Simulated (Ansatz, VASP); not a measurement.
# Two plane-wave programs on In3GaAs4

```
CELL_PARAMETERS angstrom
4.29260 0.00074 0.00096
0.00066 4.30062 0.00327
0.00290 0.00971 12.18202
ATOMIC_POSITIONS crystal
In 0.00013 0.99992 0.74160
In 0.00020 0.00020 0.25823
In 0.49977 0.49915 0.99993
Ga 0.50015 0.49978 0.49994
As 0.50006 0.00019 0.38869
As 0.99972 0.50057 0.12928
As 0.49994 0.99972 0.87084
As 0.00002 0.50047 0.61148
```

Change from the starting cell: cell x1, atoms moved at random (sigma 0.1 Å) and cell strained at random (1.5 %), then relaxed without symmetry.

Alike in both runs: functional PBE; k mesh 6 × 6 × 2; occupations gaussian, width 0.2 eV; no spin polarisation.

Ansatz relaxed the structure, and its values are those at the end. VASP's run is a single point on that final structure, the one shown.

```csv
,VASP,Ansatz
version,VASP 6.6.1,Ansatz 0.2.0
potentials or method,"VASP PAW PBE potentials, release 64 (In_d, Ga_d, As), cutoff 520 eV","scalar-relativistic, plane waves, PAW"
valence electrons in the cell,72,112
```

|  | VASP | Ansatz | Ansatz less VASP |
| --- | --- | --- | --- |
| gap on the k mesh at the Fermi level (eV) | none | none | - |
| pressure (GPa) | 0.0 | 0.0 | -0.07 |
| rms of the force components (eV/Å) | 0.009 | 0.008 | -0.0013 |

A gap of «none» marks a metal or a gap that the smearing closes. VASP's potentials hold 72 valence electrons a cell and Ansatz's 112, so a difference there can come from the potentials and not from the codes.
